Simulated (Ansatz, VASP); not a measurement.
Two plane-wave programs on AlGaN2

```
Al Ga N
1.0
     3.18799    0.00000    0.00000
     0.00000    3.18799    0.00000
     0.00000    0.00000    4.49020
Al Ga N
1 1 2
Direct
  0.50000 0.50000 0.50000
  0.00000 0.00000 0.00000
  0.50000 0.00000 0.73826
  0.00000 0.50000 0.26174
```

Change from the starting cell: strain +0.015 along x and y, +0.015 along z, atoms carried along.

Alike in both runs: task single point; functional r2SCAN; k mesh 8 × 8 × 6; occupations gaussian, width 0.05 eV; no spin polarisation.

```csv
,VASP,Ansatz
version,VASP 6.6.1,Ansatz 0.2.0
potentials or method,"VASP PAW PBE potentials, release 64 (Al, Ga_d, N_h), cutoff 910 eV","scalar-relativistic, plane waves, PAW"
valence electrons in the cell,26,26
```

Ansatz gave:

```
gap on the k mesh at the Fermi level (eV) : 3.01
least direct gap on the mesh (eV)         : 3.01
rms of the force components (eV/Å)        : 0.036
```

Which values does VASP return?

gap on the k mesh at the Fermi level (eV): 3.02; least direct gap on the mesh (eV): 3.02; rms of the force components (eV/Å): 0.002.

VASP's potentials were made for PBE, not for r2SCAN. Atom by atom the forces differ by 0.034 eV/Å (rms over components). With one functional, cell and mesh, what is left measures potentials, basis and numerics.

Noted on VASP's run: the cutoff is under 1.25 times that of the potentials, so the pressure is a little rough.
